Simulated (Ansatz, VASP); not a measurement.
**Two plane-wave programs on KNb3O**

```
K Nb O
1.0
     3.54476    0.00000    0.00000
     0.00000    3.54476    0.00000
     0.00000    0.00000    7.17115
K Nb O
1 3 1
Cartesian
  1.7724 1.7724 3.5856
  1.7724 1.7724 0.0000
  0.0000 0.0000 5.6922
  0.0000 0.0000 1.4790
  0.0000 0.0000 3.5856
```

Alike in both runs: functional PBE; k mesh 6 × 6 × 4; occupations gaussian, width 0.1 eV; no spin polarisation.

Ansatz relaxed the structure, and its values are those at the end. VASP's run is a single point on that final structure, the one shown.

```csv
,VASP,Ansatz
version,VASP 6.6.1,Ansatz 0.2.0
potentials or method,"VASP PAW PBE potentials, release 64 (K_sv, Nb_sv, O), cutoff 520 eV","scalar-relativistic, plane waves, PAW"
valence electrons in the cell,54,54
```

|  | VASP | Ansatz | Ansatz less VASP |
| --- | --- | --- | --- |
| gap on the k mesh at the Fermi level (eV) | none | none | - |
| pressure (GPa) | 0.0 | 0.0 | -0.01 |
| rms of the force components (eV/Å) | 0.008 | 0.003 | -0.0052 |

A gap of «none» marks a metal or a gap that the smearing closes.
